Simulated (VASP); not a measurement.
Here is a VASP 6.6.1 calculation.

Contents of INCAR:

```
PREC = Accurate ; ENCUT = 520
EDIFF = 1E-6 ; ISMEAR = 0
SIGMA = 0.15 ; LREAL = False
LASPH = True ; NELM = 100
ALGO = Normal ; ISIF = 2
LWAVE = False ; LCHARG = False
GGA = PS ; NBANDS = 15
```

Contents of KPOINTS:

```
Automatic mesh
0
Gamma
  24 24 20
```

Contents of POSCAR:

```
TaN
1.0
    2.6900699212      0.0000000000      0.0000000000
   -1.3450349606      2.3296688897      0.0000000000
    0.0000000000      0.0000000000      3.1003858540
Ta N
1 1
Direct
    0.3333333333      0.6666666667      0.5000000000
    0.0000000000      0.0000000000      0.0000000000
```

Potentials or basis: VASP PAW PBE potentials, release 64 (Ta_pv, N).

Launch:

```sh
$ cat potpaw_PBE.64/Ta_pv/POTCAR potpaw_PBE.64/N/POTCAR > POTCAR
$ mpirun -np 1 vasp_std > vasp.out
```

**Question.** Predict the band gap on the k mesh.

**Answer.** Zero (band 8 reaches 8.91 eV, above the bottom of band 9 at 8.80 eV).

**Question.** What does it give for the pressure?

**Answer.** 40.0 GPa.

Stress tensor (GPa, compression positive):
```
 78.44   0.00   0.00
  0.00  78.44   0.00
  0.00   0.00 -36.89
```

Caveat: the cell differs from its parent crystal (strain -0.080 along x and y, +0.080 along z); the PAW data sets were made with another functional, which shifts forces and pressure a little; spin-orbit coupling is left out, which moves the levels of the heavy elements.
